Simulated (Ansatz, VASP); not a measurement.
Rb2Tl4SnHg in VASP and in Ansatz

```xyz
8
Lattice="-4.2876 4.2876 3.5965 4.2876 -4.2876 3.5965 4.2876 4.2876 -3.5965" Properties=species:S:1:pos:R:3 pbc="T T T"
Hg    0.0000    0.0000    0.0000
Tl    1.4672    1.4672    1.8601
Tl    1.4672   -1.4672    5.3329
Tl    2.8204    2.8204   -1.7364
Tl   -1.4672    1.4672    5.3329
Sn    0.0000    0.0000    3.5965
Rb    4.2876    0.0000    0.0000
Rb    0.0000    4.2876    0.0000
```

Alike in both runs: task relaxation of cell and atoms; functional PBE; k mesh 3 × 3 × 3; no spin polarisation.

|  | VASP | Ansatz |
| --- | --- | --- |
| version | VASP 6.6.1 | Ansatz 0.2.0 |
| potentials or method | VASP PAW PBE potentials, release 64 (Hg, Tl_d, Sn_d, Rb_sv), cutoff 600 eV | PAW plane waves |
| occupations | fermi-dirac, width 0.1 eV | fermi-dirac |
| valence electrons in the cell | 96 | 104 |

Ansatz gave:

```
gap on the k mesh at the Fermi level, each at its own relaxed structure (eV) : none
relaxed volume (Å³/atom)                                                     : 37.60
relaxed length of the cell vector where the two differ most in proportion (Å)              : 7.528
```

Problem. Which values does VASP return?

Solution. gap on the k mesh at the Fermi level, each at its own relaxed structure (eV): none; relaxed volume (Å³/atom): 37.46; relaxed length of the cell vector where the two differ most in proportion (Å): 7.505.

A gap of «none» marks a metal or a gap that the smearing closes. VASP's potentials hold 96 valence electrons a cell and Ansatz's 104, so a difference there can come from the potentials and not from the codes.

The k mesh is coarse, so the values compare programs but aren't converged. Neither program's run includes spin-orbit coupling.
